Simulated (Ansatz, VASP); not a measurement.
## Ge in VASP and in Ansatz

```
Ge
1.0
     0.00000    3.68855    3.69763
     1.41037    0.00000    3.69763
     1.41037    3.68855    0.00000
Ge
2
Direct
  0.25000 0.25000 0.25000
  0.00000 0.00000 0.00000
```

Alike in both runs: functional PBE; k mesh 6 × 6 × 6; occupations gaussian, width 0.1 eV; no spin polarisation.

Ansatz relaxed the structure, and its values are those at the end. VASP's run is a single point on that final structure, the one shown.

```csv
,VASP,Ansatz
version,VASP 6.6.1,Ansatz 0.2.0
potentials or method,"VASP PAW PBE potentials, release 64 (Ge_d), cutoff 520 eV","scalar-relativistic, plane waves, PAW"
valence electrons in the cell,28,28
```

|  | VASP | Ansatz | Ansatz less VASP |
| --- | --- | --- | --- |
| gap on the k mesh at the Fermi level (eV) | none | none | - |
| pressure (GPa) | -0.2 | 0.1 | +0.22 |

A gap of «none» marks a metal or a gap that the smearing closes.

The k mesh is coarse, so the values compare programs but aren't converged.
